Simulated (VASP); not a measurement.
# Al6N7 (a cell with a defect) in VASP: a series of runs, part 2 of 2

VASP 6.6.1.

## Step 4: Single point, PBE, collinear spin (with an interstitial atom, then relaxed in part)

File INCAR:

```
ALGO = Normal
EDIFF = 1E-7
ENCUT = 520
GGA = PE
ISIF = 2
ISMEAR = 0
ISPIN = 2
LASPH = T
LCHARG = T
LELF = T
LORBIT = 11
LREAL = F
LVHAR = T
LWAVE = F
MAGMOM = 0.1 0.1 0.1 0.1 0.1 0.1 0 0 0 0.1 0.1 0.1 0.1
NBANDS = 42
NELECT = 55.0
NELM = 150
PREC = Accurate
SIGMA = 0.01
```

File KPOINTS:

```
k-points
0
Gamma
  2 2 2
```

File POSCAR:

```
Al6N7
1.0
    0.0000000000      0.0000000000      5.0180433219
    4.6953126299     -2.7108400108      0.0000000000
    0.0000000000      5.4216800216      0.0000000000
Al N
6 7
Direct
    0.4852893270      0.2925007500      0.2925007500
    0.4852893270      0.0000000000      0.7074992500
    0.4852893270      0.7074992500      1.0000000000
    1.0120828109      0.0000000000      0.3176209274
    1.0120828109      0.6823790726      0.6823790726
    1.0120828109      0.3176209274      1.0000000000
    0.8649791083      0.3368468084      0.3368468084
    0.8649791083      0.0000000000      0.6631531916
    0.8649791083      0.6631531916      1.0000000000
    0.3826468897      0.0000000000      0.3923155208
    0.3826468897      0.6076844792      0.6076844792
    0.3826468897      0.3923155208      1.0000000000
    0.2533389258      0.0000000000      0.0000000000
```

Started as:

```bash
$ cat potpaw_PBE.64/Al/POTCAR potpaw_PBE.64/N/POTCAR > POTCAR
$ mpirun -np 1 vasp_std > vasp.out
```

It took 68 s on 1 thread of Intel Xeon Platinum 8488C (Sapphire Rapids), shared host; peak memory 0.27 GiB.

It converged, with:

* Free energy: -74.2756 eV
* Largest force: 0.032 eV/Å
* Net moment: 0.25 μB per cell
* Site moments: Al -0.00; N +0.00, +0.04, +0.06 (each value once) μB
* Valence electrons inside the program's atomic spheres: Al 0.87, 0.81 (each value once); N 3.86, 3.90 (each value once)

Forces on the atoms (eV/Å):
```
Al  -0.010 -0.006  0.001
Al   0.000  0.011  0.001
Al   0.010 -0.006  0.001
Al   0.000 -0.002  0.001
Al   0.002  0.001  0.001
Al  -0.002  0.001  0.001
N   -0.014 -0.008 -0.010
N    0.000  0.017 -0.010
N    0.014 -0.008 -0.010
N    0.000 -0.014 -0.003
N    0.013  0.007 -0.003
N   -0.013  0.007 -0.003
N    0.000  0.000  0.032
```

Levels at points of the mesh, in eV from the Fermi level:
Spin up:
```csv
k point,band 24,band 25,band 26,band 27,band 28,band 29,band 30,band 31,band 32,band 33
"(0.00, 0.00, 0.00)",-1.56,-1.56,-1.45,-0.14,-0.14,2.02,3.48,5.51,6.14,7.25
"(0.50, 0.00, 0.00)",-1.51,-1.51,-1.43,-0.80,-0.80,3.44,5.07,5.45,5.57,5.57
"(0.00, 0.50, 0.00)",-2.05,-2.02,-1.51,-0.35,-0.11,3.38,4.42,5.18,5.83,6.58
"(0.50, 0.50, 0.00)",-2.42,-2.19,-1.32,-0.62,0.17,3.05,3.85,5.02,6.19,6.21
```
Spin down:
```tsv
k point	band 24	band 25	band 26	band 27	band 28	band 29	band 30	band 31
(0.00, 0.00, 0.00)	-1.48	-1.48	-1.40	-0.04	-0.04	2.03	3.48	5.52
(0.50, 0.00, 0.00)	-1.43	-1.43	-1.39	-0.69	-0.69	3.45	5.08	5.46
(0.00, 0.50, 0.00)	-2.03	-1.96	-1.48	-0.25	0.00	3.39	4.43	5.20
(0.50, 0.50, 0.00)	-2.38	-2.13	-1.29	-0.52	0.27	3.06	3.86	5.03
```

Caveat: the k points lie up to 0.67 Å⁻¹ apart; the cell carries a net charge on a neutralising background, which shifts energy and pressure; the cell differs from its parent crystal (with an interstitial atom, then relaxed in part); the cell is charged against a uniform background, so pressure and absolute levels hang on convention.

## Step 5: Relaxation of the atoms, PBE (with an interstitial atom)

File INCAR:

```
ALGO = Normal ; EDIFF = 1E-6
EDIFFG = -0.025 ; ENCUT = 520
GGA = PE ; IBRION = 2
ISIF = 2 ; ISMEAR = 0
LASPH = T ; LCHARG = F
LREAL = F ; LWAVE = F
NELECT = 54.0 ; NELM = 100
NSW = 65 ; PREC = Accurate
SIGMA = 0.01
```

KPOINTS is that of step 4.

File POSCAR:

```
Al6N7
1.0
    0.0000000000      0.0000000000      5.0180433219
    4.6953126299     -2.7108400108      0.0000000000
    0.0000000000      5.4216800216      0.0000000000
Al N
6 7
Direct
    0.5028588553      0.3246413582      0.3246413582
    0.5028588553      0.0000000000      0.6753586418
    0.5028588553      0.6753586418      1.0000000000
    1.0015673136      0.0000000000      0.3259407078
    1.0015673136      0.6740592922      0.6740592922
    1.0015673136      0.3259407078      1.0000000000
    0.8732654788      0.3498270380      0.3498270380
    0.8732654788      0.0000000000      0.6501729620
    0.8732654788      0.6501729620      1.0000000000
    0.4024872990      0.0000000000      0.3453292359
    0.4024872990      0.6546707641      0.6546707641
    0.4024872990      0.3453292359      1.0000000000
    0.1477964934      0.0000000000      0.0000000000
```

Potentials or basis: VASP PAW PBE potentials, release 64 (Al, N).

Started as:

```bash
$ cat potpaw_PBE.64/Al/POTCAR potpaw_PBE.64/N/POTCAR > POTCAR
$ mpirun -np 1 vasp_std > vasp.out
```

OUTCAR:

```text
EDIFF = 1E-6
   EDIFFG = -0.025
   ENCUT = 520
   GGA = PE
   IBRION = 2
   ISIF = 2
   ISMEAR = 0
   LASPH = T
   LREAL = F
   NELECT = 54.0
   NELM = 100
   NSW = 65
   PREC = Accurate

 ion  position               nearest neighbor table
   1  0.503  0.325  0.325-  11 1.86   7 1.86  12 1.89  10 1.89  13 2.50   2 3.05   3 3.05   6 3.06
                             4 3.06   6 3.07   4 3.07   5 3.14   5 3.15   2 3.17   3 3.17   3 3.17
   2  0.503  0.000  0.675-  10 1.86   8 1.86  11 1.89  12 1.89  13 2.50   3 3.05   1 3.05   6 3.06
                             5 3.06   5 3.07   6 3.07   4 3.14   4 3.15   3 3.17   1 3.17   1 3.17
   3  0.503  0.675  0.000-  12 1.86   9 1.86  11 1.89  10 1.89  13 2.50   2 3.05   1 3.05   5 3.06
                             4 3.06   5 3.07   4 3.07   6 3.14   6 3.15   2 3.17   1 3.17   1 3.17
   4  0.002  0.000  0.326-   8 1.87  13 1.91   9 1.94   7 1.94  10 2.01   6 3.06   5 3.06   3 3.06
                             1 3.06   3 3.07   1 3.07   2 3.14   2 3.15   6 3.17   5 3.17   5 3.17
   5  0.002  0.674  0.674-   7 1.87  13 1.91   9 1.94   8 1.94  11 2.01   4 3.06   6 3.06   3 3.06
                             2 3.06   3 3.07   2 3.07   1 3.14   1 3.15   4 3.17   6 3.17   6 3.17
   6  0.002  0.326  0.000-   9 1.87  13 1.91   7 1.94   8 1.94  12 2.01   4 3.06   5 3.06   1 3.06
                             2 3.06   1 3.07   2 3.07   3 3.14   3 3.15   4 3.17   5 3.17   5 3.17
   7  0.873  0.350  0.350-   1 1.86   5 1.87   6 1.94   4 1.94
   8  0.873  0.000  0.650-   2 1.86   4 1.87   5 1.94   6 1.94
   9  0.873  0.650  0.000-   3 1.86   6 1.87   5 1.94   4 1.94
  10  0.402  0.000  0.345-   2 1.86   1 1.89   3 1.89   4 2.01
  11  0.402  0.655  0.655-   1 1.86   3 1.89   2 1.89   5 2.01
  12  0.402  0.345  0.000-   3 1.86   1 1.89   2 1.89   6 2.01
  13  0.148  0.000  0.000-   4 1.91   5 1.91   6 1.91   2 2.50   3 2.50   1 2.50

  LATTYP: Found a hexagonal cell.
 ALAT       =     5.4216800216
 C/A-ratio  =     0.9255513608

  Lattice vectors:

 A1 = (   4.6953126299,  -2.7108400108,   0.0000000000)
 A2 = (   0.0000000000,   5.4216800216,   0.0000000000)
 A3 = (   0.0000000000,   0.0000000000,   5.0180433219)

Analysis of symmetry for initial positions (statically):
=====================================================================
 Subroutine PRICEL returns:
 Original cell was already a primitive cell.

 Routine SETGRP: Setting up the symmetry group for a
 hexagonal supercell.

 Subroutine GETGRP returns: Found  6 space group operations
 (whereof  6 operations were pure point group operations)
 out of a pool of 24 trial point group operations.

The static configuration has the point symmetry C_3v.

Analysis of symmetry for dynamics (positions and initial velocities):
=====================================================================
 Subroutine PRICEL returns:
 Original cell was already a primitive cell.

 Routine SETGRP: Setting up the symmetry group for a
 hexagonal supercell.

 Subroutine GETGRP returns: Found  6 space group operations
 (whereof  6 operations were pure point group operations)
 out of a pool of 24 trial point group operations.

The dynamic configuration has the point symmetry C_3v.

 Subroutine INISYM returns: Found  6 space group operations
 (whereof  6 operations are pure point group operations),
 and found     1 'primitive' translations

----------------------------------------------------------------------------------------

                                     Primitive cell

  volume of cell :     127.7417

  direct lattice vectors                    reciprocal lattice vectors
     0.000000000  0.000000000  5.018043322     0.000000000  0.000000000  0.199280862
     4.695312630 -2.710840011  0.000000000     0.212978363  0.000000000  0.000000000
     0.000000000  5.421680022  0.000000000     0.106489182  0.184444673  0.000000000

  length of vectors
[... 69 lines left out ...]
   dimension x,y,z NGXF=    80 NGYF=   80 NGZF=   80
   ions per type =               6   7
   NGX,Y,Z   is equivalent  to a cutoff of  13.25, 12.27, 12.27 a.u.
   NGXF,Y,Z  is equivalent  to a cutoff of  26.50, 24.53, 24.53 a.u.
 SYSTEM =  unknown system
   PREC   = accura    normal or accurate (medium, high low for compatibility)
   ISTART =      0    job   : 0-new  1-cont  2-samecut
   ICHARG =      2    charge: 1-file 2-atom 10-const
   ISPIN  =      1    spin polarized calculation?
   LNONCOLLINEAR =      F non collinear calculations
   LSORBIT =      F    spin-orbit coupling
   LASPH  =      T    aspherical Exc in radial PAW
   ENCUT  =  520.0 eV  38.22 Ry    6.18 a.u.   9.33 10.08 10.08*2*pi/ulx,y,z
   NELM   =    100;   NELMIN=  2; NELMDL= -5     # of ELM steps
   EDIFF  = 0.1E-05   stopping-criterion for ELM
   LREAL  =      F    real-space projection
   EDIFFG = -.3E-01   stopping-criterion for IOM
   NSW    =     65    number of steps for IOM
   IBRION =      2    ionic relax: 0-MD 1-quasi-New 2-CG
   NFREE  =      1    steps in history (QN), initial steepest desc. (CG)
   ISIF   =      2    stress and relaxation
   ISYM   =      2    0-nonsym 1-usesym 2-fastsym
   POTIM  = 0.5000    time-step for ionic-motion
   TEBEG  =    0.0;   TEEND  =   0.0 temperature during run
   PSTRESS=    0.0 pullay stress
   NELECT =      54.0000    total number of electrons
   NUPDOWN=      -1.0000    fix difference up-down
   EMIN   =  10.00;   EMAX   =-10.00  energy-range for DOS
   EFERMI =   0.00;   METHOD = LEGACY
   ISMEAR =     0;   SIGMA  =   0.01  broadening in eV -4-tet -1-fermi 0-gaus
   EFERMI_NEDOS =   21; number of points for ismear=-14 and -15
   IALGO  =     38    algorithm
   IMIX   =      4    mixing-type and parameters
     AMIX     =   0.40;   BMIX     =  1.00
     AMIX_MAG =   1.60;   BMIX_MAG =  1.00
  volume/ion in A,a.u.               =       9.83        66.31
  Fermi-wavevector in a.u.,A,eV,Ry     =   1.228651  2.321813 20.539122  1.509583
  Thomas-Fermi vector in A             =   2.363568
   LORBIT       =      0    0 simple, 1 ext, 2 COOP (PROOUT), +10 PAW based schemes
   GGA     = PE    functional components
   LHFCALC =     F    Hartree Fock is set to
   AEXX    =    0.0000 exact exchange contribution
   IVDW    =     0    specifies the selected vdW correction
   LEPSILON=     F    determine dielectric tensor
   LRPA    =     F    only Hartree local field effects (RPA)
 conjugate gradient relaxation of ions
 non-spin polarized calculation
 Gauss-broadening in eV      SIGMA  =   0.01
  energy-cutoff  :      520.00
  volume of cell :      127.74
 maximum number of plane-waves:      3480
 NGX is ok and might be reduce to    40
   NGX = 19   NGY = 21   NGZ = 21

--------------------------------------- Ionic step        1  -------------------------------------------

 number of electron      54.0000006 magnetization

 Free energy of the ion-electron system (eV)
  ---------------------------------------------------
  ext. energy  EPLUGINS =         0.00000000
  ---------------------------------------------------
  free energy    TOTEN  =       -81.61876773 eV

  energy without entropy =      -81.61488560  energy(sigma->0) =      -81.61682667

------------------------ aborting loop because EDIFF is reached ----------------------------------------

  FORCE on cell =-STRESS in cart. coord.  units (eV):
  Direction    XX          YY          ZZ          XY          YZ          ZX
  --------------------------------------------------------------------------------------
  -------------------------------------------------------------------------------------
  Total       22.1205284     22.1205284     23.5548132     -0.0000000      0.0000000     -0.0000000
  in kB      277.4426825    277.4426825    295.4319376     -0.0000000      0.0000000     -0.0000000
  external PRESSURE =     283.4391009 kB  Pullay stress =       0.0000000 kB
[... 122 lines left out ...]
  FREE ENERGIE OF THE ION-ELECTRON SYSTEM (eV)
  ---------------------------------------------------
  free  energy   TOTEN  =       -81.7845053993 eV

  energy  without entropy=      -81.7808604367  energy(sigma->0) =      -81.78268292

[... ionic steps 4 to 62 ...]

--------------------------------------- Ionic step       63  -------------------------------------------

 number of electron      54.0000003 magnetization

------------------------ aborting loop because EDIFF is reached ----------------------------------------
[... 89 lines left out ...]
--------------------------------------- Ionic step       65  -------------------------------------------

 number of electron      54.0000003 magnetization

 Free energy of the ion-electron system (eV)
  ---------------------------------------------------
  ext. energy  EPLUGINS =         0.00000000
  ---------------------------------------------------
  free energy    TOTEN  =       -82.31686939 eV

  energy without entropy =      -82.31686939  energy(sigma->0) =      -82.31686939

 E-fermi :   7.8590     XC(G=0): -11.2866

 val. band max:        7.8045018965   @ k =   0.0000   0.5000   0.0000
 cond. band min:       8.0170785199   @ k =   0.0000   0.0000   0.0000
 fundamental gap:      0.2125766233
 Fermi energy:         7.8590292571

 k-point     1 :       0.0000    0.0000    0.0000
  band No.  band energies     occupation
      1      -9.7410      2.00000
      2      -7.0787      2.00000
      3      -6.4082      2.00000
      4      -6.4082      2.00000
      5      -6.1996      2.00000
      6      -6.1996      2.00000
[... 177 lines left out ...]
  FREE ENERGIE OF THE ION-ELECTRON SYSTEM (eV)
  ---------------------------------------------------
  free  energy   TOTEN  =       -82.3168693946 eV

  energy  without entropy=      -82.3168693946  energy(sigma->0) =      -82.31686939

 reached required accuracy - stopping structural energy minimisation
```

It took 13 min on 1 thread of Intel Xeon Platinum 8488C (Sapphire Rapids), shared host; peak memory 0.23 GiB.

Results:

```
Free energy                  : -82.3169 eV
Energy gained by relaxing    : 53.7 meV/atom
Ionic steps                  : 65
Largest force after relaxing : 0.009 eV/Å
```

Forces on the atoms (eV/Å):
```
Al  -0.007 -0.004  0.000
Al   0.000  0.008  0.000
Al   0.007 -0.004  0.000
Al   0.000  0.005  0.004
Al  -0.004 -0.002  0.004
Al   0.004 -0.002  0.004
N   -0.001 -0.001 -0.003
N    0.000  0.002 -0.003
N    0.001 -0.001 -0.003
N    0.000  0.008 -0.004
N   -0.007 -0.004 -0.004
N    0.007 -0.004 -0.004
N    0.000  0.000  0.009
```

Step by step:
| step | energy change (eV) | largest force (eV/Å) | pressure (GPa) |
| --- | --- | --- | --- |
| 1 | 0.0000 | 1.1110 | 28.34 |
| 3 | -0.1657 | 0.4404 | 28.79 |
| 5 | -0.1886 | 0.0904 | 28.64 |
| 7 | -0.1903 | 0.0911 | 28.54 |
| 9 | -0.1938 | 0.2159 | 28.35 |
| 11 | -0.1949 | 0.3105 | 28.11 |
| 13 | -0.1951 | 0.2694 | 28.18 |
| 15 | -0.1957 | 0.2826 | 28.13 |
| 17 | -0.1997 | 0.3978 | 27.90 |
| 19 | -0.2430 | 0.8321 | 27.09 |
| 21 | -0.2897 | 1.0563 | 25.75 |
| 23 | -0.2908 | 1.0326 | 25.79 |
| 25 | -0.2935 | 1.1709 | 25.43 |
| 27 | -0.2966 | 1.1267 | 25.50 |
| 29 | -0.3197 | 1.0624 | 25.35 |
| 31 | -0.3951 | 0.8129 | 24.82 |
| 33 | -0.4563 | 0.6005 | 24.14 |
| 35 | -0.5103 | 0.2401 | 24.11 |
| 37 | -0.5189 | 0.1133 | 24.07 |
| 39 | -0.5215 | 0.1910 | 24.04 |
| 41 | -0.5337 | 1.2818 | 23.97 |
| 43 | -0.5341 | 1.3228 | 23.95 |
| 45 | -0.5346 | 1.3291 | 23.94 |
| 47 | -0.5362 | 1.3422 | 23.91 |
| 49 | -0.5380 | 1.3480 | 23.87 |
| 51 | -0.5502 | 1.2998 | 23.87 |
| 53 | -0.5917 | 1.1086 | 23.87 |
| 55 | -0.6290 | 0.7731 | 24.50 |
| 57 | -0.6664 | 0.4415 | 24.33 |
| 59 | -0.6921 | 0.1792 | 24.79 |
| 61 | -0.6973 | 0.0736 | 24.87 |
| 63 | -0.6980 | 0.0379 | 24.88 |
| 65 | -0.6981 | 0.0092 | 24.87 |

Final structure:
```
Al N
1.0
     0.00000    0.00000    5.01804
     4.69531   -2.71084    0.00000
     0.00000    5.42168    0.00000
Al N
6 7
Cartesian
  1.4077 0.8127 2.4711
  0.0000 3.7962 2.4711
  3.2876 -1.8981 2.4711
  0.0000 1.7642 0.0123
  3.1675 1.8287 0.0123
  1.5278 -0.8821 0.0123
  1.5717 0.9074 4.3516
  0.0000 3.6068 4.3516
  3.1236 -1.8034 4.3516
  0.0000 2.0829 1.8900
  2.8915 1.6694 1.8900
  1.8039 -1.0415 1.8900
  0.0000 0.0000 1.3655
```

Caveat: the k points lie up to 0.67 Å⁻¹ apart; the cell carries a net charge on a neutralising background, which shifts energy and pressure; the cell differs from its parent crystal (with an interstitial atom); the cell is charged against a uniform background, so pressure and absolute levels hang on convention.
